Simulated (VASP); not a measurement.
# Sb (P6_3/mmc) in VASP: a series of runs, part 2 of 2

VASP 6.6.1. The steps go on from the part before.

### 3 Single point, LDA (volume scaled by 1.08)

Contents of INCAR:

```
SYSTEM = Sb
PREC = Accurate
ENCUT = 520
EDIFF = 1E-6
ISMEAR = -1
SIGMA = 0.1
LREAL = .False.
LASPH = .True.
NELM = 80
ALGO = Normal
ISIF = 2
LWAVE = .False.
LCHARG = .False.
NBANDS = 18
```

Contents of KPOINTS:

```
Automatic mesh
0
Gamma
  13 13 4
  0 0 0
```

Contents of POSCAR:

```
Sb
1.0
    3.3566439798      0.0000000000      0.0000000000
   -1.6783219899      2.9069389580      0.0000000000
    0.0000000000      0.0000000000     11.3660902939
Sb
4
Direct
    1.0000000000      1.0000000000      1.0000000000
    1.0000000000      1.0000000000      0.5000000000
    0.3333333333      0.6666666667      0.2500000000
    0.6666666667      0.3333333333      0.7500000000
```

Potentials or basis: VASP PAW LDA potentials, release 64 (Sb).

Command:

```
cat potpaw_LDA.64/Sb/POTCAR > POTCAR
mpirun -np 1 vasp_std > vasp.out
```

OUTCAR:

```text
SYSTEM = Sb
   PREC = Accurate
   ENCUT = 520
   EDIFF = 1E-6
   ISMEAR = -1
   LREAL = .False.
   LASPH = .True.
   NELM = 80
   ISIF = 2

 ion  position               nearest neighbor table
   1  0.000  0.000  0.000-   3 3.44   4 3.44   4 3.44   3 3.44   4 3.44   3 3.44
   2  0.000  0.000  0.500-   3 3.44   4 3.44   4 3.44   3 3.44   4 3.44   3 3.44
   3  0.333  0.667  0.250-   1 3.44   2 3.44   1 3.44   2 3.44   1 3.44   2 3.44
   4  0.667  0.333  0.750-   1 3.44   2 3.44   1 3.44   2 3.44   1 3.44   2 3.44

  LATTYP: Found a hexagonal cell.
 ALAT       =     3.3566439798
 C/A-ratio  =     3.3861471048

  Lattice vectors:

 A1 = (   3.3566439798,   0.0000000000,   0.0000000000)
 A2 = (  -1.6783219899,   2.9069389580,   0.0000000000)
 A3 = (   0.0000000000,   0.0000000000,  11.3660902939)

Analysis of symmetry for initial positions (statically):
=====================================================================
 Subroutine PRICEL returns:
 Original cell was already a primitive cell.

 Routine SETGRP: Setting up the symmetry group for a
 hexagonal supercell.

 Subroutine GETGRP returns: Found 24 space group operations
 (whereof 12 operations were pure point group operations)
 out of a pool of 24 trial point group operations.

The static configuration has the point symmetry D_3d.
 The point group associated with its full space group is D_6h.

Analysis of symmetry for dynamics (positions and initial velocities):
=====================================================================
 Subroutine PRICEL returns:
 Original cell was already a primitive cell.

 Routine SETGRP: Setting up the symmetry group for a
 hexagonal supercell.

 Subroutine GETGRP returns: Found 24 space group operations
 (whereof 12 operations were pure point group operations)
 out of a pool of 24 trial point group operations.

The dynamic configuration has the point symmetry D_3d.
[... 116 lines left out ...]
   NUPDOWN=      -1.0000    fix difference up-down
   EMIN   =  10.00;   EMAX   =-10.00  energy-range for DOS
   EFERMI =   0.00;   METHOD = LEGACY
   ISMEAR =    -1;   SIGMA  =   0.10  broadening in eV -4-tet -1-fermi 0-gaus
   EFERMI_NEDOS =   21; number of points for ismear=-14 and -15
   IALGO  =     38    algorithm
   IMIX   =      4    mixing-type and parameters
     AMIX     =   0.40;   BMIX     =  1.00
     AMIX_MAG =   1.60;   BMIX_MAG =  1.00
  volume/ion in A,a.u.               =      27.73       187.11
  Fermi-wavevector in a.u.,A,eV,Ry     =   0.924913  1.747832 11.639287  0.855463
  Thomas-Fermi vector in A             =   2.050710
   LORBIT       =      0    0 simple, 1 ext, 2 COOP (PROOUT), +10 PAW based schemes
   GGA     = CA    functional components
   LHFCALC =     F    Hartree Fock is set to
   AEXX    =    0.0000 exact exchange contribution
   IVDW    =     0    specifies the selected vdW correction
   LEPSILON=     F    determine dielectric tensor
   LRPA    =     F    only Hartree local field effects (RPA)
 non-spin polarized calculation
  energy-cutoff  :      520.00
  volume of cell :      110.91
 maximum number of plane-waves:      3019
 NGX is ok and might be reduce to    28
   NGX = 13   NGY = 13   NGZ = 43

 number of electron      20.0000000 magnetization

 Free energy of the ion-electron system (eV)
  ---------------------------------------------------
  ext. energy  EPLUGINS =         0.00000000
  ---------------------------------------------------
  free energy    TOTEN  =       -18.16808422 eV

  energy without entropy =      -18.07868490  energy(sigma->0) =      -18.12338456

 E-fermi :   8.0200     XC(G=0): -10.2458

 val. band max:        8.0155302284   @ k =   0.3077   0.1538   0.2500
 cond. band min:       8.0339606070   @ k =   0.3077   0.2308   0.0000
 fundamental gap:      0.0184303786
 Fermi energy:         8.0199852511

 k-point     1 :       0.0000    0.0000    0.0000
  band No.  band energies     occupation
      1      -4.6949      2.00000
      2      -3.6019      2.00000
      3      -3.5829      2.00000
      4      -1.4581      2.00000
      5       2.3782      2.00000
      6       6.8104      1.99999
[... 481 lines left out ...]
      5       3.2230      2.00000
      6       5.5717      2.00000
[... 10 lines left out ...]
     17      14.9747      0.00000
     18      15.2088      0.00000

 [... further k-points ...]
[... 5 lines left out ...]
  --------------------------------------------------------------------------------------
  -------------------------------------------------------------------------------------
  Total       -2.9737754     -2.9737754     -3.0609047     -0.0000000      0.0000000     -0.0000000
  in kB      -42.9602156    -42.9602156    -44.2189158     -0.0000000      0.0000000     -0.0000000
  external PRESSURE =     -43.3797823 kB  Pullay stress =       0.0000000 kB

 VOLUME and BASIS-vectors are now :
 -----------------------------------------------------------------------------
  energy-cutoff  :      520.00
  volume of cell :      110.91
      direct lattice vectors                 reciprocal lattice vectors
     3.356643980  0.000000000  0.000000000     0.297916611  0.172002236  0.000000000
    -1.678321990  2.906938958  0.000000000     0.000000000  0.344004472  0.000000000
     0.000000000  0.000000000 11.366090294     0.000000000  0.000000000  0.087981001

 POSITION                                       TOTAL-FORCE (eV/Angst)
 -----------------------------------------------------------------------------------
      0.00000      0.00000      0.00000         0.000000      0.000000     -0.000000
      0.00000      0.00000      5.68305         0.000000      0.000000     -0.000000
     -0.00000      1.93796      2.84152         0.000000     -0.000000      0.000000
      1.67832      0.96898      8.52457        -0.000000      0.000000      0.000000
 -----------------------------------------------------------------------------------
    total drift:                                0.000000     -0.000000      0.000000

  FREE ENERGIE OF THE ION-ELECTRON SYSTEM (eV)
  ---------------------------------------------------
  free  energy   TOTEN  =       -18.1680842238 eV

  energy  without entropy=      -18.0786849043  energy(sigma->0) =      -18.12338456
```

OSZICAR:

```text
N       E                     dE             d eps       ncg     rms          rms(c)
DAV:   1     0.824378827595E+02    0.82438E+02   -0.65588E+03  2268   0.868E+02
DAV:   2    -0.130010929624E+02   -0.95439E+02   -0.92047E+02  3086   0.146E+02
DAV:   3    -0.181480595539E+02   -0.51470E+01   -0.50614E+01  2872   0.381E+01
DAV:   4    -0.181998456751E+02   -0.51786E-01   -0.51665E-01  2524   0.442E+00
DAV:   5    -0.182004547667E+02   -0.60909E-03   -0.60907E-03  2660   0.558E-01    0.339E+00
DAV:   6    -0.181789687368E+02    0.21486E-01   -0.11212E-02  2496   0.434E-01    0.191E+00
DAV:   7    -0.181681340820E+02    0.10835E-01   -0.18092E-02  2500   0.549E-01    0.478E-02
DAV:   8    -0.181681091669E+02    0.24915E-04   -0.29549E-04  2510   0.935E-02    0.368E-02
DAV:   9    -0.181680860763E+02    0.23091E-04   -0.13964E-05  2560   0.227E-02    0.210E-02
DAV:  10    -0.181680842865E+02    0.17898E-05   -0.26967E-06  2232   0.709E-03    0.123E-03
DAV:  11    -0.181680842238E+02    0.62722E-07   -0.12477E-07  1356   0.194E-03
   1 F= -.18168084E+02 E0= -.18123385E+02  d E =-.893993E-01
```

Run time: 79 s. Hardware: 1 thread of AMD EPYC 7R13 (Zen 3), shared host; peak memory 0.23 GiB.

Results:

```yaml
Free_energy: -18.1681 eV
Pressure: -4.3 GPa
Band_gap_on_the_k_mesh: zero (band 10 reaches 12.43 eV, above the bottom of band 11 at 5.86 eV)
```

Stress tensor (GPa, compression positive):
```
-4.30  0.00  0.00
 0.00 -4.30  0.00
 0.00  0.00 -4.42
```

Caveat: spin-orbit coupling is left out, which moves the levels of the heavy elements.
